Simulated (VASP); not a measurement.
# Ge: vibrations by perturbation theory with PBE

Crystal: Ge.

```
Ge
1.0
    -2.48255    2.48255    1.35980
     2.48255   -2.48255    1.35980
     2.48255    2.48255   -1.35980
Ge
2
Direct
  0.25000 0.75000 0.50000
  0.50000 0.50000 0.00000
```

```yaml
Program: VASP 6.6.1
Task: vibrations by perturbation theory
Functional: PBE
Potentials_or_basis: VASP PAW PBE potentials, release 64 (Ge_d)
Cutoff: 520 eV
k_mesh: 18 × 18 × 18
Occupations: fermi-dirac, width 0.1 eV
Spin: no spin polarisation
Dipole_correction: no
Further_INCAR_settings: ALGO = Normal; EDIFF = 1e-08; NBANDS = 21; IBRION = 8; NSW = 1
```

* Highest phonon frequency at Γ: 219 cm⁻¹

Phonon frequencies in cm⁻¹ (negative: imaginary):
```tsv
q point	frequencies
(0.000, 0.000, 0.000)	0 0 0 81 219 219
```

Wall time 33 min on 1 thread of AMD EPYC 9R45 96-Core Processor (Zen 5), on a shared host, peak memory 1.8 GiB.

Caveat: the cell wasn't relaxed at this level first, which shifts response properties.
